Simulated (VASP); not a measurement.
# Al7N8 (a cell with a defect) in VASP: further runs

Al7N8 (a cell with a defect) is run at these levels: PBE+D3(BJ); tasks: single point, relaxation of the atoms.

All numbers are computed with VASP 6.6.1; they aren't measurements. Logs are shortened: lines on timing, memory, paths and dates and some standing lists are left out, and cuts for length are marked.

## 1. The cell of the first run

The cell holds a defect, 15 atoms: a = 6.220 Å, b = 5.387 Å, c = 4.980 Å, α = 90.00°, β = 90.00°, γ = 90.00°.

## 2. Single point, PBE+D3(BJ)

INCAR

```
SYSTEM = Al7N8
PREC = Accurate ; ENCUT = 520
EDIFF = 1E-6 ; ISMEAR = 0
SIGMA = 0.05 ; LREAL = Auto
LASPH = .True. ; NELM = 60
ALGO = Normal ; ISIF = 2
LWAVE = .False. ; LCHARG = .False.
GGA = PE ; IVDW = 12
NELECT = 60.0 ; NBANDS = 44
```

KPOINTS

```
regular mesh
0
Gamma
  2 3 3
  0 0 0
```

POSCAR

```
Al7N8
1.0
   -3.1100000000     -5.3866780000      0.0000000000
    4.6650000000     -2.6933390000      0.0000000000
    0.0000000000      0.0000000000      4.9800000000
Al N
7 8
Direct
    0.5095644162      0.6763139619      0.0074323756
    0.5049471918      0.3383582459      0.4946441990
    0.2503338345      0.8257561761      0.5008362441
   -0.0088935129      0.6763069779      0.0074312917
   -0.0042554829      0.3383520335      0.4946748486
    0.7503637729      0.1361876527      0.0346418229
    0.7503429261      0.8314625293      0.5044764433
    0.5033671368      0.6687095093      0.3758529912
    0.6351166819      0.3935294906      0.8370295383
    0.2503515127      0.1696013258      0.4788296809
    0.2503406545      0.7375135444      0.8596374146
   -0.0026888462      0.6687020659      0.3758514503
   -0.1344955966      0.3935607398      0.8370272808
    0.7503450756      0.1599658763      0.3854861892
    0.7503426357      0.8478070706      0.8772796296
```

Potentials or basis: VASP PAW PBE potentials, release 64 (Al, N).

Launch:

```sh
$ cat potpaw_PBE.64/Al/POTCAR potpaw_PBE.64/N/POTCAR > POTCAR
$ mpirun -np 1 vasp_std > vasp.out
```

OUTCAR:

```text
SYSTEM = Al7N8
   PREC = Accurate
   ENCUT = 520
   EDIFF = 1E-6
   ISMEAR = 0
   LREAL = Auto
   LASPH = .True.
   NELM = 60
   ISIF = 2
   GGA = PE
   IVDW = 12
   NELECT = 60.0
 IVDW          = 12

 ion  position               nearest neighbor table
   1  0.510  0.676  0.007-  11 1.80   8 1.84  15 1.88   9 1.91   6 2.90   4 3.00   7 3.01   2 3.03
                             7 3.04   3 3.05   3 3.10   2 3.14   4 3.22   6 3.28
   2  0.505  0.338  0.495-  10 1.83   8 1.88  14 1.88   9 1.91   6 2.96   1 3.03   5 3.05   7 3.06
                             3 3.07   7 3.13   1 3.14   5 3.17   3 3.18   6 3.28
   3  0.250  0.826  0.501-  11 1.85  10 1.86  12 1.89   8 1.89   1 3.05   4 3.05   5 3.07   2 3.07
                             4 3.10   1 3.10   7 3.11   7 3.11   5 3.18   2 3.18
   4  0.991  0.676  0.007-  11 1.80  12 1.84  15 1.88  13 1.91   6 2.90   1 3.00   7 3.01   5 3.03
                             7 3.04   3 3.05   3 3.10   5 3.14   1 3.22   6 3.27
   5  0.996  0.338  0.495-  10 1.83  12 1.88  14 1.88  13 1.91   6 2.96   4 3.03   2 3.05   7 3.06
                             3 3.07   7 3.13   4 3.14   2 3.17   3 3.18   6 3.28
   6  0.750  0.136  0.035-  15 1.74  14 1.75  13 1.84   9 1.84   7 2.86   4 2.90   1 2.90   5 2.96
                             2 2.96   7 3.11   4 3.27   1 3.28   5 3.28   2 3.28
   7  0.750  0.831  0.504-  15 1.86  14 1.87  12 1.88   8 1.88   6 2.86   4 3.01   1 3.01   4 3.04
                             1 3.04   2 3.06   5 3.06   6 3.11   3 3.11   3 3.11   5 3.13   2 3.13
   8  0.503  0.669  0.376-   1 1.84   2 1.88   7 1.88   3 1.89
   9  0.635  0.394  0.837-  13 1.43   6 1.84   1 1.91   2 1.91
  10  0.250  0.170  0.479-   2 1.83   5 1.83   3 1.86
  11  0.250  0.738  0.860-   1 1.80   4 1.80   3 1.85
  12  0.997  0.669  0.376-   4 1.84   5 1.88   7 1.88   3 1.89
  13  0.866  0.394  0.837-   9 1.43   6 1.84   4 1.91   5 1.91
  14  0.750  0.160  0.385-   6 1.75   7 1.87   2 1.88   5 1.88
  15  0.750  0.848  0.877-   6 1.74   7 1.86   4 1.88   1 1.88

  LATTYP: Found a simple orthorhombic cell.
 ALAT       =     4.9800000000
 B/A-ratio  =     1.0816622507
 C/A-ratio  =     1.2489959819

  Lattice vectors:

 A1 = (   0.0000000000,   0.0000000000,  -4.9800000000)
 A2 = (   4.6650000000,  -2.6933390000,   0.0000000000)
 A3 = (  -3.1100000000,  -5.3866780000,   0.0000000000)

Analysis of symmetry for initial positions (statically):
=====================================================================
 Subroutine PRICEL returns:
 Original cell was already a primitive cell.

 Routine SETGRP: Setting up the symmetry group for a
 simple orthorhombic supercell.

[... 147 lines left out ...]
   IMIX   =      4    mixing-type and parameters
     AMIX     =   0.40;   BMIX     =  1.00
     AMIX_MAG =   1.60;   BMIX_MAG =  1.00
  volume/ion in A,a.u.               =      11.12        75.07
  Fermi-wavevector in a.u.,A,eV,Ry     =   1.164157  2.199938 18.439462  1.355262
  Thomas-Fermi vector in A             =   2.300699
   LORBIT       =      0    0 simple, 1 ext, 2 COOP (PROOUT), +10 PAW based schemes
   GGA     = PE    functional components
   LHFCALC =     F    Hartree Fock is set to
   AEXX    =    0.0000 exact exchange contribution
   IVDW    =    12    specifies the selected vdW correction
   LEPSILON=     F    determine dielectric tensor
   LRPA    =     F    only Hartree local field effects (RPA)
 non-spin polarized calculation
 Gauss-broadening in eV      SIGMA  =   0.05
  energy-cutoff  :      520.00
  volume of cell :      166.86
 maximum number of plane-waves:      4510
 NGX is ok and might be reduce to    48
   NGX = 23   NGY = 21   NGZ = 19

 number of electron      60.0000001 magnetization

 Free energy of the ion-electron system (eV)
  ---------------------------------------------------
  ext. energy  EPLUGINS =         0.00000000
  ---------------------------------------------------
  free energy    TOTEN  =      -111.93352855 eV

  energy without entropy =     -111.91951407  energy(sigma->0) =     -111.92652131

 E-fermi :   5.0832     XC(G=0): -10.2436

 val. band max:        5.0727633072   @ k =   0.0000   0.0000   0.3333
 cond. band min:       5.1112761723   @ k =   0.0000   0.3333   0.3333
 fundamental gap:      0.0385128652
 Fermi energy:         5.0832001434

 k-point     1 :       0.0000    0.0000    0.0000
  band No.  band energies     occupation
      1     -13.5484      2.00000
      2      -9.5520      2.00000
      3      -8.3305      2.00000
      4      -8.2543      2.00000
      5      -8.0664      2.00000
      6      -7.4532      2.00000
[... 439 lines left out ...]
     41      13.7282      0.00000
     42      14.1367      0.00000
 [bands above 42 left out]

------------------------ aborting loop because EDIFF is reached ----------------------------------------

 Edisp (eV)   -3.55757

 E8    (eV) :    -1.3663

  FORCE on cell =-STRESS in cart. coord.  units (eV):
  Direction    XX          YY          ZZ          XY          YZ          ZX
  --------------------------------------------------------------------------------------
  -------------------------------------------------------------------------------------
  Total       1.85061    -4.71387     7.00987    -5.68082     0.23622    -0.41048
  in kB      17.76989   -45.26338    67.31005   -54.54821     2.26821    -3.94146
  external pressure =       13.27 kB  Pullay stress =        0.00 kB

 VOLUME and BASIS-vectors are now :
 -----------------------------------------------------------------------------
  energy-cutoff  :      520.00
  volume of cell :      166.86
      direct lattice vectors                 reciprocal lattice vectors
    -3.110000000 -5.386678000  0.000000000    -0.080385852 -0.139232380  0.000000000
     4.665000000 -2.693339000  0.000000000     0.160771704 -0.092821587  0.000000000
     0.000000000  0.000000000  4.980000000     0.000000000  0.000000000  0.200803213

 POSITION                                       TOTAL-FORCE (eV/Angst)
 -----------------------------------------------------------------------------------
      1.57026     -4.56640      0.03701        -0.008038      0.003470     -0.010428
      0.00806     -3.63130      2.46333         0.005425     -0.001594      0.013004
      3.07361     -3.57251      2.49416        -0.001997      0.001684      0.005411
      0.07263     -7.16030      0.03701        -0.006772      0.004570     -0.009696
     -1.51835     -6.27505      2.46348         0.004500     -0.003481      0.013563
     -1.69832     -4.40877      0.17252         0.011053     -0.004830     -0.003602
      1.54521     -6.28127      2.51229        -0.009578      0.005409      0.004439
      1.55406     -4.51254      1.87175        -0.001239     -0.004070     -0.002582
     -0.13940     -4.48108      4.16841         0.061774      0.089417     -0.004110
      0.01260     -1.80536      2.38457        -0.004066      0.003524     -0.000761
      2.66194     -3.33488      4.28099         0.004899     -0.001126     -0.003423
      0.01786     -7.17324      1.87174         0.002002      0.002604     -0.002239
     -0.85576     -5.72219      4.16840        -0.048752     -0.099795     -0.005599
     -1.58733     -4.47271      1.91972        -0.000912     -0.000855      0.011662
      1.62145     -6.32529      4.36885        -0.008299      0.005075     -0.005638
 -----------------------------------------------------------------------------------
    total drift:                               -0.006207      0.007812      0.008800

  FREE ENERGIE OF THE ION-ELECTRON SYSTEM (eV)
  ---------------------------------------------------
  free  energy   TOTEN  =      -115.4910951664 eV

  energy  without entropy=     -115.4770806893  energy(sigma->0) =     -115.48408793
```

OSZICAR:

```text
N       E                     dE             d eps       ncg     rms          rms(c)
DAV:   1     0.247750006210E+03    0.24775E+03   -0.28188E+04   880   0.123E+03
DAV:   2    -0.102726883984E+03   -0.35048E+03   -0.33880E+03  1116   0.256E+02
DAV:   3    -0.127350876528E+03   -0.24624E+02   -0.24399E+02  1096   0.717E+01
[... 14 lines left out ...]
DAV:  18    -0.111933512394E+03    0.17421E-03   -0.49513E-04  1196   0.639E-02    0.181E-02
DAV:  19    -0.111933530650E+03   -0.18256E-04   -0.32284E-05   976   0.248E-02    0.230E-02
DAV:  20    -0.111933527779E+03    0.28711E-05   -0.74393E-06   976   0.104E-02    0.696E-03
DAV:  21    -0.111933529012E+03   -0.12328E-05   -0.67820E-06   984   0.977E-03    0.970E-03
DAV:  22    -0.111933528550E+03    0.46249E-06   -0.19721E-06   728   0.555E-03
   1 F= -.11549110E+03 E0= -.11548409E+03  d E =-.140145E-01
```

stdout:

```text
POSCAR found type information on POSCAR AlN
 POSCAR found :  2 types and      15 ions
 scaLAPACK will be used
 LDA part: xc-table for (Slater+PW92), standard interpolation
 POSCAR, INCAR and KPOINTS ok, starting setup
 FFT: planning ... GRIDC
 FFT: planning ... GRID_SOFT
 FFT: planning ... GRID
 WAVECAR not read
 entering main loop
 the old and the new charge density differ
 old charge density:    61.00000 new   60.00000
    0.231E+01
```

It took 5 min on 1 thread of Intel Xeon Platinum 8488C (Sapphire Rapids), shared host; peak memory 0.27 GiB.

Results:

| Property | Result |
| --- | --- |
| Free energy | -115.4911 eV |
| Largest force | 0.111 eV/Å |
| Dispersion energy per atom | -0.237 eV |

Forces on the atoms (eV/Å):
```
Al  -0.008  0.003 -0.010
Al   0.005 -0.002  0.013
Al  -0.002  0.002  0.005
Al  -0.007  0.005 -0.010
Al   0.004 -0.003  0.014
Al   0.011 -0.005 -0.004
Al  -0.010  0.005  0.004
N   -0.001 -0.004 -0.003
N    0.062  0.089 -0.004
N   -0.004  0.004 -0.001
N    0.005 -0.001 -0.003
N    0.002  0.003 -0.002
N   -0.049 -0.100 -0.006
N   -0.001 -0.001  0.012
N   -0.008  0.005 -0.006
```

Caveat: the k points lie up to 0.51 Å⁻¹ apart; the cell carries a net charge on a neutralising background, which shifts energy and pressure; the cell is charged against a uniform background, so pressure and absolute levels hang on convention.

## 3. Relaxation of the atoms, PBE+D3(BJ)

INCAR

```
PREC = Accurate
ENCUT = 520
EDIFF = 1E-6
ISMEAR = 0
SIGMA = 0.05
LREAL = Auto
LASPH = True
NELM = 60
ALGO = Normal
ISIF = 2
LWAVE = False
LCHARG = False
GGA = PE
IVDW = 12
IBRION = 2
NSW = 80
EDIFFG = -0.03
NELECT = 60.0
```

KPOINTS

```
Automatic mesh
0
Gamma
  2 3 3
```

POSCAR

```
Al7N8
1.0
   -3.1100000000     -5.3866780000      0.0000000000
    4.6650000000     -2.6933390000      0.0000000000
    0.0000000000      0.0000000000      4.9800000000
Al N
7 8
Direct
    0.5102230000      0.6718657000     -0.0003360000
    0.5058975000      0.3374342000      0.5111936000
    0.2449633000      0.8341325000      0.5058305000
   -0.0153291000      0.6663054000      0.0071680000
    0.0020361000      0.3372419000      0.4983588000
    0.7524142000      0.1807330000      0.0050018000
    0.7429305000      0.8418204000      0.5122934000
    0.5037890000      0.6824861000      0.3740637000
    0.5026806000      0.3265796000      0.8835424000
    0.2517890000      0.1589230000      0.3750758000
    0.2494754000      0.8308215000      0.8888811000
   -0.0032171000      0.6678626000      0.3703416000
    0.0013174000      0.3304191000      0.8899967000
    0.7504768000      0.1644734000      0.3721070000
    0.7556358000      0.8310288000      0.8776130000
```

Potentials or basis: VASP PAW PBE potentials, release 64 (Al, N).

Launch:

```sh
$ cat potpaw_PBE.64/Al/POTCAR potpaw_PBE.64/N/POTCAR > POTCAR
$ mpirun -np 1 vasp_std > vasp.out
```

Run time: 62 min. Hardware: 1 thread of Intel Xeon Platinum 8488C (Sapphire Rapids), shared host; peak memory 0.29 GiB.

The run converged. Its results:

| Quantity | Value |
| --- | --- |
| Free energy | -115.4913 eV |
| Energy gained by relaxing | 166.9 meV/atom |
| Ionic steps | 37 |
| Largest force after relaxing | 0.022 eV/Å |
| Dispersion energy per atom | -0.237 eV |

Forces in eV/Å, atoms in the order of the input:
```
Al  -0.009  0.008 -0.006
Al   0.009 -0.008  0.006
Al   0.003 -0.001  0.005
Al  -0.006 -0.012 -0.003
Al   0.003 -0.012 -0.001
Al  -0.007  0.011  0.003
Al   0.004 -0.003 -0.007
N    0.003 -0.011 -0.002
N   -0.009 -0.008  0.003
N    0.003  0.010  0.006
N   -0.005  0.018 -0.012
N    0.008  0.001 -0.005
N    0.004  0.007  0.004
N    0.005 -0.007  0.001
N   -0.005  0.007  0.007
```

Step by step:
```csv
step,energy change (eV),largest force (eV/Å),pressure (GPa)
1,0.0000,2.6079,-9.64
2,-1.0285,1.1767,-9.27
3,-1.0362,1.1557,-9.45
4,-1.2625,0.9156,-8.10
5,-1.3512,0.7864,-6.58
6,-1.5218,0.5162,-5.18
7,-1.5920,0.7802,-3.56
8,-1.7147,0.5273,-2.52
9,-1.8139,1.1274,-0.35
10,-1.8814,1.0435,0.02
11,-2.0530,1.4819,0.93
12,-0.0674,14.7879,7.87
13,-2.0612,1.5258,0.99
14,-1.9922,2.6082,2.41
15,-2.0856,1.6910,1.19
16,-2.0971,2.1063,1.65
17,-2.1012,1.9081,1.43
18,-2.1926,1.7814,1.99
19,-2.1989,1.7907,1.83
20,-2.3296,1.0523,1.47
21,-2.4007,0.9323,1.18
22,-2.4465,0.5041,1.14
23,-2.4506,0.4859,1.16
24,-2.4668,0.3516,1.16
25,-2.4700,0.3725,1.17
26,-2.4797,0.2846,1.18
27,-2.4865,0.5427,1.20
28,-2.4924,0.3811,1.21
29,-2.4996,0.1984,1.25
30,-2.5012,0.1216,1.25
31,-2.5019,0.0722,1.25
32,-2.5019,0.0772,1.25
33,-2.5023,0.0558,1.25
34,-2.5025,0.0445,1.25
35,-2.5027,0.0320,1.25
36,-2.5027,0.0379,1.26
37,-2.5028,0.0219,1.25
```

Final structure:
```
Al N
1.0
    -3.11000   -5.38668    0.00000
     4.66500   -2.69334    0.00000
     0.00000    0.00000    4.98000
Al N
7 8
Direct
  0.50984 0.67702 0.00738
  0.50514 0.33758 0.49478
  0.25030 0.82511 0.50041
  0.99094 0.67673 0.00733
  0.99538 0.33754 0.49487
  0.75048 0.13704 0.03427
  0.75030 0.83064 0.50455
  0.50324 0.66791 0.37588
  0.63438 0.39402 0.83716
  0.25033 0.16900 0.47850
  0.25044 0.74016 0.86033
  0.99736 0.66788 0.37590
  0.86622 0.39398 0.83711
  0.75026 0.15911 0.38542
  0.75048 0.84841 0.87723
```

Levels at points of the mesh, in eV from the Fermi level:
```
           k point  band 26  band 27  band 28  band 29  band 30  band 31  band 32  band 33  band 34  band 35
(0.00, 0.00, 0.00)    -0.81    -0.57    -0.49    -0.33    -0.23    -0.17     4.15     5.95     6.17     6.59
(0.50, 0.00, 0.00)    -1.05    -1.02    -0.76    -0.43    -0.03     0.23     4.55     5.31     6.13     7.03
```

Caveat: the k points lie up to 0.51 Å⁻¹ apart; the cell carries a net charge on a neutralising background, which shifts energy and pressure; the cell is charged against a uniform background, so pressure and absolute levels hang on convention.
